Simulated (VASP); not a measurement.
A run of VASP 6.6.1 is set up as follows.

Contents of INCAR:

```
SYSTEM = CeC
PREC = Accurate
ENCUT = 520
EDIFF = 1E-8
ISMEAR = -1
SIGMA = 0.03
LREAL = .FALSE.
LASPH = .TRUE.
NELM = 200
ALGO = Normal
ISIF = 2
LWAVE = .FALSE.
LCHARG = .FALSE.
GGA = PE
LEFG = .TRUE.
NBANDS = 15
GGA_COMPAT = .FALSE.
LMAXMIX = 6
```

File KPOINTS:

```
Automatic mesh
0
G
  12 12 12
  0 0 0
```

POSCAR

```
CeC
1.0
    0.0000000000      2.5960690000      2.5960690000
    2.5960690000      0.0000000000      2.5960690000
    2.5960690000      2.5960690000      0.0000000000
Ce C
1 1
Direct
    0.0000000000      0.0000000000      0.0000000000
    0.5000000000      0.5000000000      0.5000000000
```

Potentials or basis: VASP PAW PBE potentials, release 64 (Ce, C).

The run is started by

```sh
$ cat potpaw_PBE.64/Ce/POTCAR potpaw_PBE.64/C/POTCAR > POTCAR
$ mpirun -np 1 vasp_std > vasp.out
```

Problem. Predict the band gap on the k mesh.

Solution. Zero (band 8 reaches 7.52 eV, above the bottom of band 9 at 7.10 eV).

Problem. What does it give for the pressure?

Solution. 0.0 GPa.

Caveat: without QUAD_EFG the Cq values of the log hold for a quadrupole moment of 1 mb, not for the nuclei; spin-orbit coupling is left out, which moves the levels of the heavy elements; without U or exact exchange the open f shell lies at the Fermi level, which spoils levels, moments and volumes. Spin polarisation is off, so any magnetic state and its effect on volume and gap are missing.
